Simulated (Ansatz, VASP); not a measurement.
# Two plane-wave programs on MgO

The input POSCAR:

```
MgO
1.0
    2.7807500762      0.0000000000      0.0000000000
    0.0000000000      2.7807500762      0.0000000000
    0.0000000000      0.0000000000      2.7807500762
Mg O
1 1
Direct
    0.0000000000      0.0000000000      0.0000000000
    0.5000000000      0.5000000000      0.5000000000
```

File INCAR.step1:

```
PREC = Accurate
ENCUT = 520
EDIFF = 1E-5
ISMEAR = 0
SIGMA = 0.01
LREAL = F
LASPH = T
NELM = 60
ALGO = Normal
ISIF = 2
LWAVE = T
NBANDS = 11
GGA = PE
```

INCAR.step2

```
PREC = Accurate
ENCUT = 520
EDIFF = 1E-7
ISMEAR = 0
SIGMA = 0.01
LREAL = F
LASPH = T
NELM = 60
ALGO = Normal
ISIF = 2
LWAVE = F
LCHARG = T
GGA = PE
LHFCALC = T
HFSCREEN = 0.2079
PRECFOCK = Normal
LELF = T
LVHAR = T
NBANDS = 11
ISTART = 1
```

The input KPOINTS:

```
regular mesh
0
Gamma
  6 6 6
```

Input for Ansatz:

```yaml
crystal:
  lattice:
    - [2.7807500762, 0.0, 0.0]
    - [0.0, 2.7807500762, 0.0]
    - [0.0, 0.0, 2.7807500762]
  atoms:
    - { symbol: Mg, position: [0.0, 0.0, 0.0] }
    - { symbol: O, position: [0.5, 0.5, 0.5] }
kpoints:
  mp_grid: { grid: [6, 6, 6] }
  band_path:
    path: [[0.0, 0.0, 0.0], [0.0, 0.5, 0.0], [0.5, 0.5, 0.0], [0.5, 0.5, 0.5]]
    npoints: 1
hamiltonian:
  xc: hse06
scf:
  occupations: { method: fixed }
  n_extra_bands: 4
output:
  forces: true
  stress: true
  eigenvalues: true
```

Change from the starting cell: hydrostatic strain +6.0%.

Alike in both runs: task single point; functional HSE06; k mesh 6 × 6 × 6; no spin polarisation.

|  | VASP | Ansatz |
| --- | --- | --- |
| version | VASP 6.6.1 | Ansatz 0.2.0 |
| potentials or method | VASP PAW PBE potentials, release 64 (Mg, O) | plane waves, PAW |
| plane-wave cutoff (eV) | 520 | 420 |
| occupations | gaussian, width 0.01 eV | fixed |
| valence electrons in the cell | 8 | 16 |

|  | VASP | Ansatz | Ansatz less VASP |
| --- | --- | --- | --- |
| gap on the k mesh at the Fermi level (eV) | 2.54 | 2.59 | +0.056 |
| pressure (GPa) | -20.3 | -19.9 | +0.42 |

VASP's potentials hold 8 valence electrons a cell and Ansatz's 16, so a difference there can come from the potentials and not from the codes. Ansatz's warnings: stress exchange threshold loose, stress scf threshold loose.
